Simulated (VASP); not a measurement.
# Pt (Fm-3m) in VASP: notebook

Pt is run at these levels: PBE, PBE exchange alone; tasks: single point.

All numbers are computed with VASP 6.6.1; they aren't measurements. Logs are shortened: lines on timing, memory, paths and dates and some standing lists are left out, and cuts for length are marked.

## 1. The cell of the first run

Symmetry: Fm-3m, No. 225, cubic system. The conventional cell has a = 3.922 Å, b = 3.922 Å, c = 3.922 Å, α = 90.00°, β = 90.00°, γ = 90.00°. Pt (site symmetry m-3m) has 12 Pt at 2.77 Å within 3.7 Å.

## 2. Single point, PBE

File INCAR:

```
SYSTEM = Pt
PREC = Accurate
ENCUT = 520
EDIFF = 1E-7
ISMEAR = -1
SIGMA = 0.05
LREAL = .False.
LASPH = .True.
NELM = 80
ALGO = Normal
ISIF = 2
LWAVE = .False.
LCHARG = .False.
GGA = PE
NBANDS = 11
```

File KPOINTS:

```
regular mesh
0
Gamma
  5 5 5
  0 0 0
```

File POSCAR:

```
Pt
1.0
    0.0000000000      1.9609000000      1.9609000000
    1.9609000000      0.0000000000      1.9609000000
    1.9609000000      1.9609000000      0.0000000000
Pt
1
Direct
    0.0000000000      0.0000000000      0.0000000000
```

Potentials or basis: VASP PAW PBE potentials, release 64 (Pt).

Started as:

```
$ cat potpaw_PBE.64/Pt/POTCAR > POTCAR
$ mpirun -np 1 vasp_std > vasp.out
```

OUTCAR:

```text
SYSTEM = Pt
   PREC = Accurate
   ENCUT = 520
   EDIFF = 1E-7
   ISMEAR = -1
   LREAL = .False.
   LASPH = .True.
   NELM = 80
   ISIF = 2
   GGA = PE

 ion  position               nearest neighbor table
   1  0.000  0.000  0.000-

  LATTYP: Found a face centered cubic cell.
 ALAT       =     3.9218000000

  Lattice vectors:

 A1 = (   0.0000000000,   1.9609000000,   1.9609000000)
 A2 = (   1.9609000000,   0.0000000000,   1.9609000000)
 A3 = (   1.9609000000,   1.9609000000,   0.0000000000)

Analysis of symmetry for initial positions (statically):
=====================================================================
 Subroutine PRICEL returns:
 Original cell was already a primitive cell.

 Routine SETGRP: Setting up the symmetry group for a
 face centered cubic supercell.

 Subroutine GETGRP returns: Found 48 space group operations
 (whereof 48 operations were pure point group operations)
 out of a pool of 48 trial point group operations.

The static configuration has the point symmetry O_h .

Analysis of symmetry for dynamics (positions and initial velocities):
=====================================================================
 Subroutine PRICEL returns:
 Original cell was already a primitive cell.

 Routine SETGRP: Setting up the symmetry group for a
 face centered cubic supercell.

 Subroutine GETGRP returns: Found 48 space group operations
 (whereof 48 operations were pure point group operations)
 out of a pool of 48 trial point group operations.

The dynamic configuration has the point symmetry O_h .

 Subroutine INISYM returns: Found 48 space group operations
 (whereof 48 operations are pure point group operations),
 and found     1 'primitive' translations

----------------------------------------------------------------------------------------

                                     Primitive cell

  volume of cell :      15.0798

  direct lattice vectors                    reciprocal lattice vectors
     0.000000000  1.960900000  1.960900000    -0.254984956  0.254984956  0.254984956
     1.960900000  0.000000000  1.960900000     0.254984956 -0.254984956  0.254984956
     1.960900000  1.960900000  0.000000000     0.254984956  0.254984956 -0.254984956

  length of vectors
     2.773131374  2.773131374  2.773131374     0.441646899  0.441646899  0.441646899

  position of ions in fractional coordinates (direct lattice)
     0.000000000  0.000000000  0.000000000

  ion indices of the primitive-cell ions
   primitive index   ion index
                 1           1

----------------------------------------------------------------------------------------

 KPOINTS: regular mesh

Automatic generation of k-mesh.
 Grid dimensions read from file:
 generate k-points for:    5    5    5

 Generating k-lattice:

  Cartesian coordinates                     Fractional coordinates (reciprocal lattice)
    -0.050996991  0.050996991  0.050996991     0.200000000  0.000000000  0.000000000
     0.050996991 -0.050996991  0.050996991     0.000000000  0.200000000  0.000000000
     0.050996991  0.050996991 -0.050996991     0.000000000  0.000000000  0.200000000

  Length of vectors
     0.088329380  0.088329380  0.088329380

  Shift w.r.t. Gamma in fractional coordinates (k-lattice)
     0.000000000  0.000000000  0.000000000

 Subroutine IBZKPT returns following result:
 ===========================================

 Found     10 irreducible k-points:

 Following reciprocal coordinates:
            Coordinates               Weight
  0.000000  0.000000  0.000000      1.000000
  0.200000  0.000000  0.000000      8.000000
  0.400000  0.000000  0.000000      8.000000
  0.200000  0.200000  0.000000      6.000000
  0.400000  0.200000  0.000000     24.000000
 -0.400000  0.200000  0.000000     24.000000
 -0.200000  0.200000  0.000000     12.000000
  0.400000  0.400000  0.000000      6.000000
 -0.400000  0.400000  0.000000     12.000000
 -0.400000  0.400000  0.200000     24.000000
   k-points           NKPTS =     10   k-points in BZ     NKDIM =     10   number of bands    NBANDS=     11
   number of dos      NEDOS =    301   number of ions     NIONS =      1
   total plane-waves  NPLWV =  13824
   dimension x,y,z NGX =    24 NGY =   24 NGZ =   24
   dimension x,y,z NGXF=    48 NGYF=   48 NGZF=   48
   ions per type =               1
   NGX,Y,Z   is equivalent  to a cutoff of  14.39, 14.39, 14.39 a.u.
   NGXF,Y,Z  is equivalent  to a cutoff of  28.78, 28.78, 28.78 a.u.
 SYSTEM =  Pt
   PREC   = accura    normal or accurate (medium, high low for compatibility)
   ISTART =      0    job   : 0-new  1-cont  2-samecut
   ICHARG =      2    charge: 1-file 2-atom 10-const
   ISPIN  =      1    spin polarized calculation?
   LNONCOLLINEAR =      F non collinear calculations
   LSORBIT =      F    spin-orbit coupling
   LASPH  =      T    aspherical Exc in radial PAW
   ENCUT  =  520.0 eV  38.22 Ry    6.18 a.u.   5.16  5.16  5.16*2*pi/ulx,y,z
   NELM   =     80;   NELMIN=  2; NELMDL= -5     # of ELM steps
   EDIFF  = 0.1E-06   stopping-criterion for ELM
   LREAL  =      F    real-space projection
   EDIFFG = 0.1E-05   stopping-criterion for IOM
   NSW    =      0    number of steps for IOM
   IBRION =     -1    ionic relax: 0-MD 1-quasi-New 2-CG
   NFREE  =      0    steps in history (QN), initial steepest desc. (CG)
   ISIF   =      2    stress and relaxation
   ISYM   =      2    0-nonsym 1-usesym 2-fastsym
   POTIM  = 0.5000    time-step for ionic-motion
   TEBEG  =    0.0;   TEEND  =   0.0 temperature during run
   PSTRESS=    0.0 pullay stress
   NELECT =      10.0000    total number of electrons
   NUPDOWN=      -1.0000    fix difference up-down
   EMIN   =  10.00;   EMAX   =-10.00  energy-range for DOS
   EFERMI =   0.00;   METHOD = LEGACY
   ISMEAR =    -1;   SIGMA  =   0.05  broadening in eV -4-tet -1-fermi 0-gaus
   EFERMI_NEDOS =   21; number of points for ismear=-14 and -15
   IALGO  =     38    algorithm
   IMIX   =      4    mixing-type and parameters
     AMIX     =   0.40;   BMIX     =  1.00
     AMIX_MAG =   1.60;   BMIX_MAG =  1.00
  volume/ion in A,a.u.               =      15.08       101.76
  Fermi-wavevector in a.u.,A,eV,Ry     =   1.427609  2.697791 27.729605  2.038068
  Thomas-Fermi vector in A             =   2.547760
   LORBIT       =      0    0 simple, 1 ext, 2 COOP (PROOUT), +10 PAW based schemes
   GGA     = PE    functional components
   LHFCALC =     F    Hartree Fock is set to
   AEXX    =    0.0000 exact exchange contribution
   IVDW    =     0    specifies the selected vdW correction
   LEPSILON=     F    determine dielectric tensor
   LRPA    =     F    only Hartree local field effects (RPA)
 non-spin polarized calculation
  energy-cutoff  :      520.00
  volume of cell :       15.08
 maximum number of plane-waves:       411
 NGX is ok and might be reduce to    24
   NGX = 11   NGY = 11   NGZ = 11

 number of electron      10.0000000 magnetization

 Free energy of the ion-electron system (eV)
  ---------------------------------------------------
  ext. energy  EPLUGINS =         0.00000000
  ---------------------------------------------------
  free energy    TOTEN  =        -5.78625361 eV

  energy without entropy =       -5.75613495  energy(sigma->0) =       -5.77119428

 E-fermi :  11.1988     XC(G=0): -13.4928

 val. band max:       11.1965289599   @ k =   0.4000   0.2000   0.0000
 cond. band min:      11.3370221515   @ k =  -0.4000   0.4000   0.0000
 fundamental gap:      0.1404931917
 Fermi energy:        11.1988255287

 k-point     1 :       0.0000    0.0000    0.0000
  band No.  band energies     occupation
      1       1.0500      2.00000
      2       7.4882      2.00000
      3       7.4882      2.00000
      4       7.4882      2.00000
      5       9.6386      2.00000
      6       9.6386      2.00000
      7      25.9061      0.00000
      8      30.8677      0.00000
      9      30.8677      0.00000
     10      30.8677      0.00000
     11      36.2073      0.00000

 k-point     2 :       0.2000    0.0000    0.0000
  band No.  band energies     occupation
      1       2.4961      2.00000
      2       7.0689      2.00000
      3       7.8680      2.00000
      4       7.8680      2.00000
      5       9.5928      2.00000
      6       9.5928      2.00000
      7      26.1816      0.00000
      8      27.6232      0.00000
      9      33.1041      0.00000
     10      33.1041      0.00000
     11      35.3029      0.00000

 k-point     3 :       0.4000    0.0000    0.0000
  band No.  band energies     occupation
      1       3.9301      2.00000
      2       7.5234      2.00000
      3       7.5234      2.00000
      4       9.3188      2.00000
      5      10.9571      1.98423
      6      10.9571      1.98423
      7      19.1873      0.00000
      8      25.9185      0.00000
      9      31.1852      0.00000
     10      31.1852      0.00000
     11      38.4973      0.00000

 k-point     4 :       0.2000    0.2000    0.0000
  band No.  band energies     occupation
      1       3.0020      2.00000
      2       6.3425      2.00000
      3       8.4631      2.00000
      4       8.5695      2.00000
      5       8.5695      2.00000
      6      10.1597      2.00000
      7      28.8826      0.00000
      8      28.8932      0.00000
      9      29.8322      0.00000
     10      29.8322      0.00000
     11      35.2772      0.00000
[... 43 lines left out ...]
 k-point     8 :       0.4000    0.4000    0.0000
  band No.  band energies     occupation
      1       4.3683      2.00000
      2       4.8733      2.00000
      3      10.9627      1.98238
      4      11.1007      1.75365
      5      11.1176      1.67073
      6      11.1176      1.67073
      7      23.0796      0.00000
      8      23.8910      0.00000
      9      23.8910      0.00000
     10      30.8329      0.00000
     11      33.8436      0.00000

 k-point     9 :      -0.4000    0.4000    0.0000
  band No.  band energies     occupation
      1       4.7725      2.00000
      2       5.4105      2.00000
      3       9.0355      2.00000
      4      10.3238      2.00000
      5      11.3370      0.11861
      6      16.8113      0.00000
      7      17.9104      0.00000
      8      21.6972      0.00000
      9      24.8814      0.00000
     10      31.9031      0.00000
     11      36.4899      0.00000

 k-point    10 :      -0.4000    0.4000    0.2000
  band No.  band energies     occupation
      1       5.7024      2.00000
      2       6.0954      2.00000
      3       6.9721      2.00000
      4       9.6710      2.00000
      5      11.1033      1.74194
      6      15.3747      0.00000
      7      20.4876      0.00000
      8      21.7955      0.00000
      9      25.1403      0.00000
     10      34.0360      0.00000
     11      34.7795      0.00000

------------------------ aborting loop because EDIFF is reached ----------------------------------------

  FORCE on cell =-STRESS in cart. coord.  units (eV):
  Direction    XX          YY          ZZ          XY          YZ          ZX
  --------------------------------------------------------------------------------------
  -------------------------------------------------------------------------------------
  Total        1.3805300      1.3805300      1.3805300     -0.0000000      0.0000000     -0.0000000
  in kB      146.6763549    146.6763549    146.6763549     -0.0000000      0.0000000     -0.0000000
  external PRESSURE =     146.6763549 kB  Pullay stress =       0.0000000 kB

 VOLUME and BASIS-vectors are now :
 -----------------------------------------------------------------------------
  energy-cutoff  :      520.00
  volume of cell :       15.08
      direct lattice vectors                 reciprocal lattice vectors
     0.000000000  1.960900000  1.960900000    -0.254984956  0.254984956  0.254984956
     1.960900000  0.000000000  1.960900000     0.254984956 -0.254984956  0.254984956
     1.960900000  1.960900000  0.000000000     0.254984956  0.254984956 -0.254984956

 POSITION                                       TOTAL-FORCE (eV/Angst)
 -----------------------------------------------------------------------------------
      0.00000      0.00000      0.00000        -0.000000     -0.000000     -0.000000
 -----------------------------------------------------------------------------------
    total drift:                               -0.000000      0.000000      0.000000

  FREE ENERGIE OF THE ION-ELECTRON SYSTEM (eV)
  ---------------------------------------------------
  free  energy   TOTEN  =        -5.7862536070 eV

  energy  without entropy=       -5.7561349456  energy(sigma->0) =       -5.77119428
```

It took 4.1 s on 1 thread of Intel Xeon 8259CL, shared host; peak memory 0.14 GiB.

What came out:

```
Free energy            : -5.7863 eV
Pressure               : 14.7 GPa
Band gap on the k mesh : zero (band 5 reaches 11.34 eV, above the bottom of band 6 at 9.59 eV)
```

Levels at points of the mesh, in eV from the Fermi level:
```
           k point  band 3  band 4  band 5  band 6  band 7  band 8
(0.00, 0.00, 0.00)   -3.71   -3.71   -1.56   -1.56   14.71   19.67
```

Caveat: the k points lie up to 0.55 Å⁻¹ apart; spin-orbit coupling is left out, which moves the levels of the heavy elements.

## 3. Single point, PBE exchange alone

This run uses another cell than the first one, of 14.18 Å³/atom, 0.940 times its volume.

File INCAR:

```
AGGAC = 0.0
ALDAC = 0.0
ALGO = Normal
EDIFF = 1E-6
ENCUT = 520
GGA = PE
ISIF = 2
ISMEAR = -1
LASPH = T
LCHARG = F
LREAL = F
LWAVE = F
NBANDS = 11
NELM = 60
PREC = Accurate
SIGMA = 0.05
```

File KPOINTS:

```
k-points
0
Gamma
  12 12 12
```

File POSCAR:

```
Pt
1.0
    0.0000000000      1.9208704006      1.9208704006
    1.9208704006      0.0000000000      1.9208704006
    1.9208704006      1.9208704006      0.0000000000
Pt
1
Direct
    0.0000000000      0.0000000000      0.0000000000
```

Potentials or basis: VASP PAW PBE potentials, release 64 (Pt).

Started as:

```
$ cat potpaw_PBE.64/Pt/POTCAR > POTCAR
$ mpirun -np 1 vasp_std > vasp.out
```

Run time: 13 s. Hardware: 1 thread of Intel Xeon 8259CL, shared host; peak memory 0.13 GiB.

Results (log left out):

| Item | Value |
| --- | --- |
| Free energy | -3.3610 eV |
| Pressure | 68.2 GPa |
| Band gap on the k mesh | zero (band 5 reaches 14.91 eV, above the bottom of band 6 at 12.39 eV) |

Levels at points of the mesh, in eV from the Fermi level:
```tsv
k point	band 1	band 2	band 3	band 4	band 5	band 6	band 7	band 8	band 9	band 10
(0.00, 0.00, 0.00)	-10.87	-4.22	-4.22	-4.22	-1.85	-1.85	14.62	19.82	19.82	19.82
(0.50, 0.00, 0.00)	-7.99	-4.30	-4.30	-0.55	0.03	0.03	6.30	14.24	19.39	19.39
(0.50, 0.50, 0.00)	-7.78	-7.30	-0.02	0.55	0.55	1.80	9.51	11.64	11.64	21.22
```

Caveat: spin-orbit coupling is left out, which moves the levels of the heavy elements.

## 4. Single point, PBE exchange alone

This run uses another cell than the first one, of 14.48 Å³/atom, 0.960 times its volume.

File INCAR:

```
PREC = Accurate
ENCUT = 520
EDIFF = 1E-6
ISMEAR = -1
SIGMA = 0.05
LREAL = F
LASPH = T
NELM = 80
ALGO = Fast
ISIF = 2
LWAVE = F
LCHARG = F
GGA = PE
ALDAC = 0.0
AGGAC = 0.0
NBANDS = 11
```

File KPOINTS:

```
regular mesh
0
Gamma
  12 12 12
```

File POSCAR:

```
Pt
1.0
    0.0000000000      1.9343981026      1.9343981026
    1.9343981026      0.0000000000      1.9343981026
    1.9343981026      1.9343981026      0.0000000000
Pt
1
Direct
    0.0000000000      0.0000000000      0.0000000000
```

Started as:

```
$ cat potpaw_PBE.64/Pt/POTCAR > POTCAR
$ mpirun -np 1 vasp_std > vasp.out
```

Run time: 15 s. Hardware: 1 thread of Intel Xeon 8259CL, shared host; peak memory 0.13 GiB.

Results (log left out):

```yaml
Free_energy: -3.4805 eV
Pressure: 58.7 GPa
Band_gap_on_the_k_mesh: zero (band 5 reaches 14.45 eV, above the bottom of band 6 at 12.02 eV)
```

Levels at points of the mesh, in eV from the Fermi level:
| k point | band 1 | band 2 | band 3 | band 4 | band 5 | band 6 | band 7 | band 8 | band 9 | band 10 |
| --- | --- | --- | --- | --- | --- | --- | --- | --- | --- | --- |
| (0.00, 0.00, 0.00) | -10.62 | -4.08 | -4.08 | -4.08 | -1.78 | -1.78 | 14.70 | 19.77 | 19.77 | 19.77 |
| (0.50, 0.00, 0.00) | -7.76 | -4.15 | -4.15 | -0.46 | 0.03 | 0.03 | 6.12 | 14.31 | 19.25 | 19.25 |
| (0.50, 0.50, 0.00) | -7.53 | -7.06 | -0.02 | 0.52 | 0.52 | 1.84 | 9.27 | 11.58 | 11.58 | 20.96 |

Caveat: spin-orbit coupling is left out, which moves the levels of the heavy elements.

## 5. The runs side by side

```tsv
level	cell	k mesh	gap on the mesh (eV)	pressure (GPa)
PBE	a = 2.773 Å, angles 60.0°, 1 atom	5 × 5 × 5	none	14.7
PBE exchange alone	a = 2.717 Å, angles 60.0°, 1 atom	12 × 12 × 12	none	68.2
PBE exchange alone	a = 2.736 Å, angles 60.0°, 1 atom	12 × 12 × 12	none	58.7
```

Alike in all rows: task single point; potentials or basis VASP PAW PBE potentials, release 64 (Pt); no spin polarisation; cutoff (eV) 520; smearing fermi-dirac 0.05 eV.

Caveats: some runs use coarse meshes; spin-orbit coupling is left out, which moves the levels of the heavy elements.

Absolute energies hang on the potentials; compare differences alone.
